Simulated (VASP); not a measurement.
Fe:

```
Fe
1.0
     0.00000    1.74500    1.74500
     1.74500    0.00000    1.74500
     3.49000    3.49000    0.00000
Fe
2
Direct
  0.00000 0.00000 0.00000
  0.00000 0.00000 0.50000
```

Base run:

* Program: VASP 6.6.1
* Functional: PBE
* Potentials or basis: VASP PAW PBE potentials, release 64 (Fe)
* Cutoff: 520 eV
* k mesh: 12 × 12 × 6
* Occupations: gaussian, width 0.05 eV
* Spin: collinear spin, ferromagnetic start
* Starting moments: [0.4, 0.4] μB

Its results: pressure -10.1 GPa; net moment 0.05 μB per cell; site moments Fe +0.03 μB.

Problem. The run is repeated on the same cell with these changes: spin from collinear spin, ferromagnetic start to collinear spin; moments at the start from [0.4, 0.4] to [0.0, 4.0]. What comes out?

Solution. Pressure -4.4 GPa; net moment 1.07 μB per cell; site moments Fe -0.20, +1.25 μB.

Caveats: the moment fell far below its start of 4 μB, so a state of higher moment may lie lower in energy (some runs).
